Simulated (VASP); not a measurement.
# Au (Fm-3m) in VASP: further runs, part 2 of 3

VASP 6.6.1.

**3. Single point, PBE (equal strain along all axes, cell held: +1.0 %)**

Contents of INCAR:

```
  ALGO = Normal
  EDIFF = 1E-6
  ENCUT = 500
  GGA = PE
  GGA_COMPAT = False
  ISIF = 2
  ISMEAR = 0
  LASPH = True
  LCHARG = False
  LREAL = False
  LWAVE = False
  NBANDS = 18
  NELM = 120
  PREC = Accurate
  SIGMA = 0.1
```

Contents of KPOINTS:

```
k-points
0
Gamma
  18 18 12
```

Contents of POSCAR:

```
Au
1.0
    2.0997375601      2.0997375601      0.0000000000
   -2.0997375601      2.0997375601      0.0000000000
    0.0000000000      0.0000000000      4.1994751202
Au
2
Direct
    0.0000000000      0.0000000000      0.0000000000
    0.5000000000      0.5000000000      0.5000000000
```

Potentials or basis: VASP PAW PBE potentials, release 64 (Au).

Started as:

```sh
$ cat potpaw_PBE.64/Au/POTCAR > POTCAR
$ mpirun -np 1 vasp_std > vasp.out
```

OUTCAR:

```text
EDIFF = 1E-6
   ENCUT = 500
   GGA = PE
   ISIF = 2
   ISMEAR = 0
   LASPH = True
   LREAL = False
   NELM = 120
   PREC = Accurate

 ion  position               nearest neighbor table
   1  0.000  0.000  0.000-   2 2.97   2 2.97   2 2.97   2 2.97   2 2.97   2 2.97   2 2.97   2 2.97

   2  0.500  0.500  0.500-   1 2.97   1 2.97   1 2.97   1 2.97   1 2.97   1 2.97   1 2.97   1 2.97

  LATTYP: Found a simple tetragonal cell.
 ALAT       =     2.9694773349
 C/A-ratio  =     1.4142135624

  Lattice vectors:

 A1 = (   2.0997375601,   2.0997375601,   0.0000000000)
 A2 = (  -2.0997375601,   2.0997375601,   0.0000000000)
 A3 = (   0.0000000000,   0.0000000000,   4.1994751202)

Analysis of symmetry for initial positions (statically):
=====================================================================
 Subroutine PRICEL returns following result:

  LATTYP: Found a face centered cubic cell.
 ALAT       =     4.1994751202

  Lattice vectors:

 A1 = (   0.0000000000,  -2.0997375601,  -2.0997375601)
 A2 = (   2.0997375601,   0.0000000000,  -2.0997375601)
 A3 = (   2.0997375601,  -2.0997375601,   0.0000000000)

   2 primitive cells build up your supercell.

 Routine SETGRP: Setting up the symmetry group for a
 simple tetragonal supercell.

 Subroutine GETGRP returns: Found 16 space group operations
 (whereof 16 operations were pure point group operations)
 out of a pool of 16 trial point group operations.

The static configuration has the point symmetry D_4h.

Analysis of symmetry for dynamics (positions and initial velocities):
=====================================================================
 Subroutine PRICEL returns following result:

  LATTYP: Found a face centered cubic cell.
 ALAT       =     4.1994751202

  Lattice vectors:

 A1 = (   0.0000000000,  -2.0997375601,  -2.0997375601)
 A2 = (   2.0997375601,   0.0000000000,  -2.0997375601)
 A3 = (   2.0997375601,  -2.0997375601,   0.0000000000)

   2 primitive cells build up your supercell.

 Routine SETGRP: Setting up the symmetry group for a
 simple tetragonal supercell.

 Subroutine GETGRP returns: Found 16 space group operations
 (whereof 16 operations were pure point group operations)
 out of a pool of 16 trial point group operations.

The dynamic configuration has the point symmetry D_4h.

 Subroutine INISYM returns: Found 16 space group operations
 (whereof 16 operations are pure point group operations),
 and found     2 'primitive' translations

----------------------------------------------------------------------------------------

                                     Primitive cell

  volume of cell :      18.5151

  direct lattice vectors                    reciprocal lattice vectors
     0.000000000 -2.099737560 -2.099737560    -0.238124997 -0.238124997 -0.238124997
     2.099737560  0.000000000 -2.099737560     0.238124997  0.238124997 -0.238124997
     2.099737560 -2.099737560  0.000000000     0.238124997 -0.238124997  0.238124997

  length of vectors
     2.969477335  2.969477335  2.969477335     0.412444593  0.412444593  0.412444593

  position of ions in fractional coordinates (direct lattice)
     0.000000000  0.000000000  0.000000000

  ion indices of the primitive-cell ions
   primitive index   ion index
                 1           1

----------------------------------------------------------------------------------------

 KPOINTS: k-points

Automatic generation of k-mesh.
 Grid dimensions read from file:
 generate k-points for:   18   18   12

 Generating k-lattice:

  Cartesian coordinates                     Fractional coordinates (reciprocal lattice)
     0.013229166  0.013229166  0.000000000     0.055555556  0.000000000  0.000000000
    -0.013229166  0.013229166  0.000000000     0.000000000  0.055555556  0.000000000
     0.000000000  0.000000000  0.019843750     0.000000000  0.000000000  0.083333333

  Length of vectors
     0.018708867  0.018708867  0.019843750

  Shift w.r.t. Gamma in fractional coordinates (k-lattice)
     0.000000000  0.000000000  0.000000000

 Subroutine IBZKPT returns following result:
 ===========================================

 Found    385 irreducible k-points:

 Following reciprocal coordinates:
            Coordinates               Weight
  0.000000  0.000000  0.000000      1.000000
  0.055556  0.000000  0.000000      4.000000
  0.111111  0.000000  0.000000      4.000000
  0.166667  0.000000  0.000000      4.000000
  0.222222  0.000000  0.000000      4.000000
  0.277778  0.000000  0.000000      4.000000
[... 16 lines left out ...]
  0.277778  0.111111  0.000000      8.000000
  0.333333  0.111111  0.000000      8.000000
 [... further k-points ...]
   k-points           NKPTS =    385   k-points in BZ     NKDIM =    385   number of bands    NBANDS=     18
   number of dos      NEDOS =    301   number of ions     NIONS =      2
   total plane-waves  NPLWV =  18432
   dimension x,y,z NGX =    24 NGY =   24 NGZ =   32
   dimension x,y,z NGXF=    48 NGYF=   48 NGZF=   64
   ions per type =               2
   NGX,Y,Z   is equivalent  to a cutoff of  13.44, 13.44, 12.67 a.u.
   NGXF,Y,Z  is equivalent  to a cutoff of  26.87, 26.87, 25.34 a.u.
 SYSTEM =  unknown system
   PREC   = accura    normal or accurate (medium, high low for compatibility)
   ISTART =      0    job   : 0-new  1-cont  2-samecut
   ICHARG =      2    charge: 1-file 2-atom 10-const
   ISPIN  =      1    spin polarized calculation?
   LNONCOLLINEAR =      F non collinear calculations
   LSORBIT =      F    spin-orbit coupling
   LASPH  =      T    aspherical Exc in radial PAW
   ENCUT  =  500.0 eV  36.75 Ry    6.06 a.u.   5.41  5.41  7.66*2*pi/ulx,y,z
   NELM   =    120;   NELMIN=  2; NELMDL= -5     # of ELM steps
   EDIFF  = 0.1E-05   stopping-criterion for ELM
   LREAL  =      F    real-space projection
   EDIFFG = 0.1E-04   stopping-criterion for IOM
   NSW    =      0    number of steps for IOM
   IBRION =     -1    ionic relax: 0-MD 1-quasi-New 2-CG
   NFREE  =      0    steps in history (QN), initial steepest desc. (CG)
   ISIF   =      2    stress and relaxation
   ISYM   =      2    0-nonsym 1-usesym 2-fastsym
   POTIM  = 0.5000    time-step for ionic-motion
   TEBEG  =    0.0;   TEEND  =   0.0 temperature during run
   PSTRESS=    0.0 pullay stress
   NELECT =      22.0000    total number of electrons
   NUPDOWN=      -1.0000    fix difference up-down
   EMIN   =  10.00;   EMAX   =-10.00  energy-range for DOS
   EFERMI =   0.00;   METHOD = LEGACY
   ISMEAR =     0;   SIGMA  =   0.10  broadening in eV -4-tet -1-fermi 0-gaus
   EFERMI_NEDOS =   21; number of points for ismear=-14 and -15
   IALGO  =     38    algorithm
   IMIX   =      4    mixing-type and parameters
     AMIX     =   0.40;   BMIX     =  1.00
     AMIX_MAG =   1.60;   BMIX_MAG =  1.00
  volume/ion in A,a.u.               =      18.52       124.95
  Fermi-wavevector in a.u.,A,eV,Ry     =   1.376250  2.600736 25.770311  1.894064
  Thomas-Fermi vector in A             =   2.501512
   LORBIT       =      0    0 simple, 1 ext, 2 COOP (PROOUT), +10 PAW based schemes
   GGA     = PE    functional components
   LHFCALC =     F    Hartree Fock is set to
   AEXX    =    0.0000 exact exchange contribution
   IVDW    =     0    specifies the selected vdW correction
   LEPSILON=     F    determine dielectric tensor
   LRPA    =     F    only Hartree local field effects (RPA)
 non-spin polarized calculation
 Gauss-broadening in eV      SIGMA  =   0.10
  energy-cutoff  :      500.00
  volume of cell :       37.03
 maximum number of plane-waves:       962
 NGX is ok and might be reduce to    24
   NGX = 11   NGY = 11   NGZ = 15

 number of electron      21.9999999 magnetization

 Free energy of the ion-electron system (eV)
  ---------------------------------------------------
  ext. energy  EPLUGINS =         0.00000000
  ---------------------------------------------------
  free energy    TOTEN  =        -6.42831148 eV

  energy without entropy =       -6.42509997  energy(sigma->0) =       -6.42670573

 E-fermi :   8.1494     XC(G=0): -12.2245

 val. band max:        8.1438986610   @ k =   0.5000   0.2222   0.0000
 cond. band min:       8.1519127999   @ k =   0.3889   0.2222   0.4167
 fundamental gap:      0.0080141389
 Fermi energy:         8.1494420401

 k-point     1 :       0.0000    0.0000    0.0000
  band No.  band energies     occupation
      1      -0.8580      2.00000
      2       1.8198      2.00000
      3       2.0930      2.00000
      4       3.8811      2.00000
      5       3.8811      2.00000
      6       3.8827      2.00000
[... 10 lines left out ...]
     17      24.4790      0.00000
     18      26.2755      0.00000
[... 466 lines left out ...]
      2       2.8292      2.00000
      3       3.1877      2.00000
      4       3.2826      2.00000
      5       3.7874      2.00000
      6       4.0654      2.00000
[... 10 lines left out ...]
     17      21.4235      0.00000
     18      24.7744      0.00000

 [... further k-points ...]
[... 5 lines left out ...]
  --------------------------------------------------------------------------------------
  -------------------------------------------------------------------------------------
  Total       -0.9021585     -0.9021585     -0.9628031      0.0000000     -0.0000000      0.0000000
  in kB      -39.0335796    -39.0335796    -41.6574810      0.0000000     -0.0000000      0.0000000
  external PRESSURE =     -39.9082134 kB  Pullay stress =       0.0000000 kB

 VOLUME and BASIS-vectors are now :
 -----------------------------------------------------------------------------
  energy-cutoff  :      500.00
  volume of cell :       37.03
      direct lattice vectors                 reciprocal lattice vectors
     2.099737560  2.099737560  0.000000000     0.238124997  0.238124997  0.000000000
    -2.099737560  2.099737560  0.000000000    -0.238124997  0.238124997  0.000000000
     0.000000000  0.000000000  4.199475120     0.000000000  0.000000000  0.238124997

 POSITION                                       TOTAL-FORCE (eV/Angst)
 -----------------------------------------------------------------------------------
      0.00000      0.00000      0.00000        -0.000000      0.000000      0.000000
      0.00000      2.09974      2.09974         0.000000     -0.000000     -0.000000
 -----------------------------------------------------------------------------------
    total drift:                               -0.000000      0.000000     -0.000000

  FREE ENERGIE OF THE ION-ELECTRON SYSTEM (eV)
  ---------------------------------------------------
  free  energy   TOTEN  =        -6.4283114797 eV

  energy  without entropy=       -6.4250999719  energy(sigma->0) =       -6.42670573
```

OSZICAR:

```text
N       E                     dE             d eps       ncg     rms          rms(c)
DAV:   1     0.118004226605E+03    0.11800E+03   -0.11133E+04 14324   0.112E+03
DAV:   2    -0.496218472339E+01   -0.12297E+03   -0.11682E+03 14800   0.249E+02
DAV:   3    -0.693699868043E+01   -0.19748E+01   -0.19639E+01 16226   0.318E+01
DAV:   4    -0.694617506521E+01   -0.91764E-02   -0.91753E-02 15080   0.233E+00
DAV:   5    -0.694626304902E+01   -0.87984E-04   -0.87984E-04 15550   0.240E-01    0.103E+01
DAV:   6    -0.645831304904E+01    0.48795E+00   -0.97406E-01 14438   0.894E+00    0.683E+00
DAV:   7    -0.643138494702E+01    0.26928E-01   -0.73361E-02 15178   0.243E+00    0.337E+00
DAV:   8    -0.642831824052E+01    0.30667E-02   -0.40424E-03 14526   0.475E-01    0.315E-01
DAV:   9    -0.642829558416E+01    0.22656E-04   -0.25348E-05 15774   0.408E-02    0.219E-02
DAV:  10    -0.642831201513E+01   -0.16431E-04   -0.84910E-06 15032   0.280E-02    0.100E-02
DAV:  11    -0.642831147966E+01    0.53547E-06   -0.10060E-07  8250   0.233E-03
   1 F= -.64283115E+01 E0= -.64267057E+01  d E =-.321151E-02
```

Run time: 44 s. Hardware: 1 thread of Intel Xeon 6975P-C (Granite Rapids), shared host; peak memory 0.3 GiB.

What came out:

| Quantity | Value |
| --- | --- |
| Free energy | -6.4283 eV |
| Pressure | -4.0 GPa |
| Band gap on the k mesh | zero (bands 11 and 12 overlap by 6.82 eV) |

Caveat: the cell differs from its parent crystal (equal strain along all axes, cell held: +1.0 %); the cell stands under tension; spin-orbit coupling is left out, which moves the levels of the heavy elements.

(Continued in part 3 of 3.)

The gap in the log of VASP goes by the Fermi energy; the results here count the filled bands.